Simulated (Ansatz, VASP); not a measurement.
**Two plane-wave programs on In4O**

```
In O
1.0
    -3.26873    3.26873    3.26873
     3.26873   -3.26873    3.26873
     3.26873    3.26873   -3.26873
In O
4 1
Direct
  0.34960 0.34960 0.34960
  0.65040 0.00000 0.00000
  0.00000 0.00000 0.65040
  0.00000 0.65040 0.00000
  0.00000 0.00000 0.00000
```

Change from the starting cell: species swapped into the GeF4 type (I-43m, No. 217).

Alike in both runs: task single point; functional PBE; k mesh 4 × 4 × 4; occupations gaussian, width 0.1 eV; collinear spin.

|  | VASP | Ansatz |
| --- | --- | --- |
| version | VASP 6.6.1 | Ansatz 0.2.0 |
| potentials or method | VASP PAW PBE potentials, release 64 (In_d, O), cutoff 520 eV | scalar-relativistic, plane waves, PAW |
| valence electrons in the cell | 58 | 58 |

Ansatz gave:

```
gap on the k mesh at the Fermi level (eV) : none
pressure (GPa)                            : 10.9
rms of the force components (eV/Å)        : 2.409
net moment per atom (μB)                  : 0.00
```

What did VASP give for the same quantities?

gap on the k mesh at the Fermi level (eV): none; pressure (GPa): 11.1; rms of the force components (eV/Å): 2.443; net moment per atom (μB): 0.00.

Atom by atom the forces differ by 0.034 eV/Å (rms over components). A gap of «none» marks a metal or a gap that the smearing closes. The functional is the same, so the differences come from potentials, cutoffs and numerics. Ansatz's warnings: seeded moment not kept.
